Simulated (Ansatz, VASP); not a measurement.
## Hf in VASP and in Ansatz

INCAR

```
ALGO = Normal
EDIFF = 1E-6
ENCUT = 520
GGA = PE
ISIF = 2
ISMEAR = -1
LASPH = T
LCHARG = F
LREAL = F
LWAVE = F
NBANDS = 11
NELM = 80
PREC = Accurate
SIGMA = 0.03
```

Contents of KPOINTS:

```
k-points
0
Gamma
  8 8 8
```

POSCAR

```
Hf
1.0
    0.0000000000      2.2200000000      2.2200000000
    2.2200000000      0.0000000000      2.2200000000
    2.2200000000      2.2200000000      0.0000000000
Hf
1
Direct
    0.0000000000      0.0000000000      0.0000000000
```

Input for Ansatz:

```yaml
crystal:
  lattice:
    - [0.0, 2.22, 2.22]
    - [2.22, 0.0, 2.22]
    - [2.22, 2.22, 0.0]
  atoms:
    - { symbol: Hf, position: [0.0, 0.0, 0.0] }
kpoints:
  mp_grid: { grid: [8, 8, 8] }
scf:
  occupations: { method: fermi_dirac, width: 0.03 }
hamiltonian:
  xc: pbe
  pseudopotentials: { kind: all_electron, lapw: { basis_error: 0.00025 } }
output:
  forces: true
  stress: true
  eigenvalues: true
```

Alike in both runs: task single point; functional PBE; k mesh 8 × 8 × 8; occupations fermi-dirac, width 0.03 eV; no spin polarisation.

|  | VASP | Ansatz |
| --- | --- | --- |
| version | VASP 6.6.1 | Ansatz 0.2.0 |
| potentials or method | VASP PAW PBE potentials, release 64 (Hf_pv), cutoff 520 eV | all-electron LAPW, scalar-relativistic |

Ansatz gave:

* pressure (GPa): 3.3

Question: What did VASP give for the same quantities?

Answer: Pressure (GPa): 2.9.

Ansatz ran all-electron here, and VASP with PAW potentials.

Neither program's run includes spin-orbit coupling.
